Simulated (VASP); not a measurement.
# Zn12HS11 (a cell with a defect) (Wurtzite-4H) in VASP: single point with PBE

Aim: the single point of Zn12HS11 (a cell with a defect) (Wurtzite-4H) with PBE.

All numbers are computed with VASP 6.6.1; they aren't measurements. Logs are shortened: lines on timing, memory, paths and dates and some standing lists are left out, and cuts for length are marked.

### 1 The cell of the first run

The cell holds a defect, 24 atoms: a = 6.621 Å, b = 6.621 Å, c = 12.520 Å, α = 90.00°, β = 90.00°, γ = 120.00°.

### 2 Single point, PBE

Input file INCAR:

```
PREC     = Accurate       # precision mode
ENCUT    = 520            # plane-wave cutoff, eV
EDIFF    = 1E-6           # SCF threshold, eV
ISMEAR   = -1             # smearing method
SIGMA    = 0.01           # smearing width, eV
LREAL    = Auto         
LASPH    = T              # aspherical terms in the spheres
NELM     = 80             # most SCF steps
ALGO     = Normal         # electronic algorithm
ISIF     = 2              # what is computed and relaxed
LWAVE    = F              # write WAVECAR
LCHARG   = T              # write CHGCAR
GGA      = PE             # functional
LELF     = T              # ELF
LVHAR    = T            
NELECT   = 210.0        
NBANDS   = 124            # bands
```

Input file KPOINTS:

```
Automatic mesh
0
Gamma
  3 3 2
```

Input file POSCAR:

```
Zn12HS11
1.0
    5.7340500000      3.3105553110      0.0000000000
   -5.7340500000      3.3105553110      0.0000000000
    0.0000000000      0.0000000000     12.5200000000
Zn H S
12 1 11
Direct
    0.0000000000      0.0000000000     -0.0441653503
    0.3333333333      0.6666666667      0.0025750833
    0.6666666667      0.3333333333      0.0025750833
    0.0000000000      0.0000000000      0.5058587557
    0.3333333333      0.6666666667      0.4970498165
    0.6666666667      0.3333333333      0.4970498165
    0.3165831499      0.3165831499      0.2534779519
    0.6834168501      0.0000000000      0.2534779519
    0.0000000000      0.6834168501      0.2534779519
    0.3390544883      1.0000000000      0.7465052105
    0.6609455117      0.6609455117      0.7465052105
    0.0000000000      0.3390544883      0.7465052105
    0.0000000000      0.0000000000      0.2261537253
    0.3333333333      0.6666666667      0.1891286346
    0.6666666667      0.3333333333      0.1891286346
    0.0000000000      0.0000000000      0.6919514085
    0.3333333333      0.6666666667      0.6841446332
    0.6666666667      0.3333333333      0.6841446332
    0.3280864951      0.3280864951      0.4375361600
    0.6719135049      0.0000000000      0.4375361600
    0.0000000000      0.6719135049      0.4375361600
    0.3399592454      1.0000000000      0.9372823860
    0.6600407546      0.6600407546      0.9372823860
    0.0000000000      0.3399592454      0.9372823860
```

Potentials or basis: VASP PAW PBE potentials, release 64 (Zn, H, S).

Launch:

```
$ cat potpaw_PBE.64/Zn/POTCAR potpaw_PBE.64/H/POTCAR potpaw_PBE.64/S/POTCAR > POTCAR
$ mpirun -np 1 vasp_std > vasp.out
```

OUTCAR:

```text
PREC = Accurate
   ENCUT = 520
   EDIFF = 1E-6
   ISMEAR = -1
   LREAL = Auto
   LASPH = T
   NELM = 80
   ISIF = 2
   GGA = PE
   NELECT = 210.0

 ion  position               nearest neighbor table
   1  0.000  0.000  0.956-  23 2.26  22 2.26  24 2.26
   2  0.333  0.667  0.003-  22 2.33  24 2.33  23 2.33  14 2.34
   3  0.667  0.333  0.003-  24 2.33  22 2.33  23 2.33  15 2.34
   4  0.000  0.000  0.506-  16 2.33  19 2.33  20 2.33  21 2.33
   5  0.333  0.667  0.497-  17 2.34  21 2.35  20 2.35  19 2.35
   6  0.667  0.333  0.497-  18 2.34  20 2.35  21 2.35  19 2.35
   7  0.317  0.317  0.253-  19 2.31  15 2.40  14 2.40
   8  0.683  0.000  0.253-  20 2.31  15 2.40  14 2.40
   9  0.000  0.683  0.253-  21 2.31  14 2.40  15 2.40
  10  0.339  0.000  0.747-  17 2.32  18 2.32  16 2.35  22 2.39
  11  0.661  0.661  0.747-  17 2.32  18 2.32  16 2.35  23 2.39
  12  0.000  0.339  0.747-  18 2.32  17 2.32  16 2.35  24 2.39
  13  0.000  0.000  0.226-
  14  0.333  0.667  0.189-   2 2.34   9 2.40   8 2.40   7 2.40
  15  0.667  0.333  0.189-   3 2.34   8 2.40   9 2.40   7 2.40
  16  0.000  0.000  0.692-   4 2.33  11 2.35  10 2.35  12 2.35
  17  0.333  0.667  0.684-  10 2.32  12 2.32  11 2.32   5 2.34
  18  0.667  0.333  0.684-  12 2.32  10 2.32  11 2.32   6 2.34
  19  0.328  0.328  0.438-   7 2.31   4 2.33   6 2.35   5 2.35
  20  0.672  0.000  0.438-   8 2.31   4 2.33   6 2.35   5 2.35
  21  0.000  0.672  0.438-   9 2.31   4 2.33   5 2.35   6 2.35
  22  0.340  0.000  0.937-   1 2.26   2 2.33   3 2.33  10 2.39
  23  0.660  0.660  0.937-   1 2.26   2 2.33   3 2.33  11 2.39
  24  0.000  0.340  0.937-   1 2.26   3 2.33   2 2.33  12 2.39

  LATTYP: Found a hexagonal cell.
 ALAT       =     6.6211106221
 C/A-ratio  =     1.8909214352

  Lattice vectors:

 A1 = (   5.7340500000,   3.3105553110,   0.0000000000)
 A2 = (  -5.7340500000,   3.3105553110,   0.0000000000)
 A3 = (   0.0000000000,   0.0000000000,  12.5200000000)

Analysis of symmetry for initial positions (statically):
=====================================================================
 Subroutine PRICEL returns:
 Original cell was already a primitive cell.

 Routine SETGRP: Setting up the symmetry group for a
 hexagonal supercell.

 Subroutine GETGRP returns: Found  6 space group operations
 (whereof  6 operations were pure point group operations)
 out of a pool of 24 trial point group operations.

The static configuration has the point symmetry C_3v.

Analysis of symmetry for dynamics (positions and initial velocities):
=====================================================================
 Subroutine PRICEL returns:
 Original cell was already a primitive cell.

 Routine SETGRP: Setting up the symmetry group for a
 hexagonal supercell.

 Subroutine GETGRP returns: Found  6 space group operations
 (whereof  6 operations were pure point group operations)
 out of a pool of 24 trial point group operations.

The dynamic configuration has the point symmetry C_3v.

 Subroutine INISYM returns: Found  6 space group operations
 (whereof  6 operations are pure point group operations),
 and found     1 'primitive' translations

----------------------------------------------------------------------------------------

                                     Primitive cell

  volume of cell :     475.3316

  direct lattice vectors                    reciprocal lattice vectors
     5.734050000  3.310555311  0.000000000     0.087198403  0.151032064  0.000000000
    -5.734050000  3.310555311  0.000000000    -0.087198403  0.151032064  0.000000000
     0.000000000  0.000000000 12.520000000     0.000000000  0.000000000  0.079872204

  length of vectors
     6.621110622  6.621110622 12.520000000     0.174396805  0.174396805  0.079872204

  position of ions in fractional coordinates (direct lattice)
     0.000000000  0.000000000  0.955834650
     0.333333333  0.666666667  0.002575083
     0.666666667  0.333333333  0.002575083
     0.000000000  0.000000000  0.505858756
     0.333333333  0.666666667  0.497049817
     0.666666667  0.333333333  0.497049817
[... 16 lines left out ...]
     0.660040755  0.660040755  0.937282386
     0.000000000  0.339959245  0.937282386

  ion indices of the primitive-cell ions
   primitive index   ion index
                 1           1
                 2           2
                 3           3
                 4           4
                 5           5
                 6           6
[... 16 lines left out ...]
                23          23
                24          24

----------------------------------------------------------------------------------------

 KPOINTS: Automatic mesh

Automatic generation of k-mesh.
 Grid dimensions read from file:
 generate k-points for:    3    3    2

 Generating k-lattice:

  Cartesian coordinates                     Fractional coordinates (reciprocal lattice)
     0.029066134  0.050344021  0.000000000     0.333333333  0.000000000  0.000000000
    -0.029066134  0.050344021  0.000000000     0.000000000  0.333333333  0.000000000
     0.000000000  0.000000000  0.039936102     0.000000000  0.000000000  0.500000000

  Length of vectors
     0.058132268  0.058132268  0.039936102

  Shift w.r.t. Gamma in fractional coordinates (k-lattice)
     0.000000000  0.000000000  0.000000000

 Subroutine IBZKPT returns following result:
 ===========================================

 Found      6 irreducible k-points:

 Following reciprocal coordinates:
            Coordinates               Weight
  0.000000  0.000000  0.000000      1.000000
  0.333333  0.000000  0.000000      6.000000
  0.333333  0.333333  0.000000      2.000000
  0.000000  0.000000  0.500000      1.000000
  0.333333  0.000000  0.500000      6.000000
  0.333333  0.333333  0.500000      2.000000
   k-points           NKPTS =      6   k-points in BZ     NKDIM =      6   number of bands    NBANDS=    124
   number of dos      NEDOS =    301   number of ions     NIONS =     24
   total plane-waves  NPLWV = 240000
   dimension x,y,z NGX =    50 NGY =   50 NGZ =   96
   dimension x,y,z NGXF=   100 NGYF=  100 NGZF=  192
   ions per type =              12   1  11
   NGX,Y,Z   is equivalent  to a cutoff of  12.55, 12.55, 12.75 a.u.
   NGXF,Y,Z  is equivalent  to a cutoff of  25.11, 25.11, 25.49 a.u.
 SYSTEM =  unknown system
   PREC   = accura    normal or accurate (medium, high low for compatibility)
   ISTART =      0    job   : 0-new  1-cont  2-samecut
   ICHARG =      2    charge: 1-file 2-atom 10-const
   ISPIN  =      1    spin polarized calculation?
   LNONCOLLINEAR =      F non collinear calculations
   LSORBIT =      F    spin-orbit coupling
   LASPH  =      T    aspherical Exc in radial PAW
   ENCUT  =  520.0 eV  38.22 Ry    6.18 a.u.  12.31 12.31 23.28*2*pi/ulx,y,z
   NELM   =     80;   NELMIN=  2; NELMDL= -5     # of ELM steps
   EDIFF  = 0.1E-05   stopping-criterion for ELM
   LREAL  =      T    real-space projection
   EDIFFG = 0.1E-04   stopping-criterion for IOM
   NSW    =      0    number of steps for IOM
   IBRION =     -1    ionic relax: 0-MD 1-quasi-New 2-CG
   NFREE  =      0    steps in history (QN), initial steepest desc. (CG)
   ISIF   =      2    stress and relaxation
   ISYM   =      2    0-nonsym 1-usesym 2-fastsym
   POTIM  = 0.5000    time-step for ionic-motion
   TEBEG  =    0.0;   TEEND  =   0.0 temperature during run
   PSTRESS=    0.0 pullay stress
   NELECT =     210.0000    total number of electrons
   NUPDOWN=      -1.0000    fix difference up-down
   EMIN   =  10.00;   EMAX   =-10.00  energy-range for DOS
   EFERMI =   0.00;   METHOD = LEGACY
   ISMEAR =    -1;   SIGMA  =   0.01  broadening in eV -4-tet -1-fermi 0-gaus
   EFERMI_NEDOS =   21; number of points for ismear=-14 and -15
   IALGO  =     38    algorithm
   IMIX   =      4    mixing-type and parameters
     AMIX     =   0.40;   BMIX     =  1.00
     AMIX_MAG =   1.60;   BMIX_MAG =  1.00
  volume/ion in A,a.u.               =      19.81       133.65
  Fermi-wavevector in a.u.,A,eV,Ry     =   1.246854  2.356213 21.152239  1.554646
  Thomas-Fermi vector in A             =   2.381013
   LORBIT       =      0    0 simple, 1 ext, 2 COOP (PROOUT), +10 PAW based schemes
   GGA     = PE    functional components
   LHFCALC =     F    Hartree Fock is set to
   AEXX    =    0.0000 exact exchange contribution
   IVDW    =     0    specifies the selected vdW correction
   LEPSILON=     F    determine dielectric tensor
   LRPA    =     F    only Hartree local field effects (RPA)
 non-spin polarized calculation
  energy-cutoff  :      520.00
  volume of cell :      475.33
 maximum number of plane-waves:     12850
 NGX is ok and might be reduce to    50
   NGX = 25   NGY = 25   NGZ = 47

 number of electron     210.0000019 magnetization

 Free energy of the ion-electron system (eV)
  ---------------------------------------------------
  ext. energy  EPLUGINS =         0.00000000
  ---------------------------------------------------
  free energy    TOTEN  =       -81.21077458 eV

  energy without entropy =      -81.21077458  energy(sigma->0) =      -81.21077458

 E-fermi :   1.9319     XC(G=0):  -9.3934

 val. band max:        1.7138610396   @ k =   0.0000   0.0000   0.0000
 cond. band min:       3.8986825489   @ k =   0.3333   0.0000   0.0000
 fundamental gap:      2.1848215093
 Fermi energy:         1.9319177001

 k-point     1 :       0.0000    0.0000    0.0000
  band No.  band energies     occupation
      1     -11.3226      2.00000
      2     -10.9850      2.00000
      3     -10.8007      2.00000
      4     -10.4264      2.00000
      5     -10.3421      2.00000
      6     -10.3420      2.00000
[... 109 lines left out ...]
    116       6.8668      0.00000
    117       6.8668      0.00000

 k-point     2 :       0.3333    0.0000    0.0000
  band No.  band energies     occupation
      1     -11.1008      2.00000
      2     -10.7934      2.00000
      3     -10.6831      2.00000
      4     -10.5814      2.00000
      5     -10.4570      2.00000
      6     -10.3999      2.00000
[... 473 lines left out ...]
  band No.  band energies     occupation
      1     -10.7462      2.00000
      2     -10.7462      2.00000
      3     -10.7127      2.00000
      4     -10.6258      2.00000
      5     -10.6258      2.00000
      6     -10.5070      2.00000
[... 109 lines left out ...]
    116       6.1326      0.00000
    117       6.2263      0.00000
 [bands above 117 left out]

------------------------ aborting loop because EDIFF is reached ----------------------------------------

  FORCE on cell =-STRESS in cart. coord.  units (eV):
  Direction    XX          YY          ZZ          XY          YZ          ZX
  --------------------------------------------------------------------------------------
  -------------------------------------------------------------------------------------
  Total       -7.2033054     -7.2033054     -2.9950560      0.0000000      0.0000000      0.0000000
  in kB      -24.2798369    -24.2798369    -10.0952918      0.0000000      0.0000000      0.0000000
  external PRESSURE =     -19.5516552 kB  Pullay stress =       0.0000000 kB

 VOLUME and BASIS-vectors are now :
 -----------------------------------------------------------------------------
  energy-cutoff  :      520.00
  volume of cell :      475.33
      direct lattice vectors                 reciprocal lattice vectors
     5.734050000  3.310555311  0.000000000     0.087198403  0.151032064  0.000000000
    -5.734050000  3.310555311  0.000000000    -0.087198403  0.151032064  0.000000000
     0.000000000  0.000000000 12.520000000     0.000000000  0.000000000  0.079872204

 POSITION                                       TOTAL-FORCE (eV/Angst)
 -----------------------------------------------------------------------------------
      0.00000      0.00000     11.96705        -0.000000     -0.000000      0.006843
     -1.91135      3.31056      0.03224        -0.000000      0.000000      0.003555
      1.91135      3.31056      0.03224        -0.000000      0.000000      0.003555
      0.00000      0.00000      6.33335        -0.000000      0.000000      0.001800
     -1.91135      3.31056      6.22306        -0.000000      0.000000     -0.002114
      1.91135      3.31056      6.22306        -0.000000     -0.000000     -0.002114
[... 16 lines left out ...]
      0.00000      4.37020     11.73478        -0.000000     -0.007574      0.003193
     -1.94934      1.12545     11.73478        -0.006559      0.003787      0.003193
 -----------------------------------------------------------------------------------
    total drift:                                0.000000     -0.000010     -0.007456

  FREE ENERGIE OF THE ION-ELECTRON SYSTEM (eV)
  ---------------------------------------------------
  free  energy   TOTEN  =       -81.2107745761 eV

  energy  without entropy=      -81.2107745760  energy(sigma->0) =      -81.21077458
```

It took 17 min on 1 thread of AMD EPYC 7R43 (Zen 3), shared host; peak memory 0.59 GiB.

What came out:

```yaml
Free_energy: -81.2108 eV
Largest_force: 0.008 eV/Å
```

Forces on the atoms (eV/Å):
```
Zn   0.000  0.000  0.007
Zn   0.000  0.000  0.004
Zn   0.000  0.000  0.004
Zn   0.000  0.000  0.002
Zn   0.000  0.000 -0.002
Zn   0.000  0.000 -0.002
Zn   0.000 -0.006 -0.005
Zn   0.005  0.003 -0.005
Zn  -0.005  0.003 -0.005
Zn  -0.004 -0.002 -0.002
Zn   0.000  0.004 -0.002
Zn   0.004 -0.002 -0.002
H    0.000  0.000 -0.001
S    0.000  0.000  0.003
S    0.000  0.000  0.003
S    0.000  0.000 -0.003
S    0.000  0.000 -0.003
S    0.000  0.000 -0.003
S    0.000  0.005  0.001
S   -0.004 -0.002  0.001
S    0.004 -0.002  0.001
S    0.007  0.004  0.003
S    0.000 -0.008  0.003
S   -0.007  0.004  0.003
```

Levels at points of the mesh, in eV from the Fermi level:
| k point | band 103 | band 104 | band 105 | band 106 | band 107 | band 108 |
| --- | --- | --- | --- | --- | --- | --- |
| (0.00, 0.00, 0.00) | -0.46 | -0.22 | -0.22 | 2.18 | 2.95 | 2.95 |
| (0.00, 0.00, 0.50) | -0.59 | -0.23 | -0.23 | 2.45 | 2.89 | 2.97 |

Caveat: the cell carries a net charge on a neutralising background, which shifts energy and pressure; the cell is charged against a uniform background, so pressure and absolute levels hang on convention.
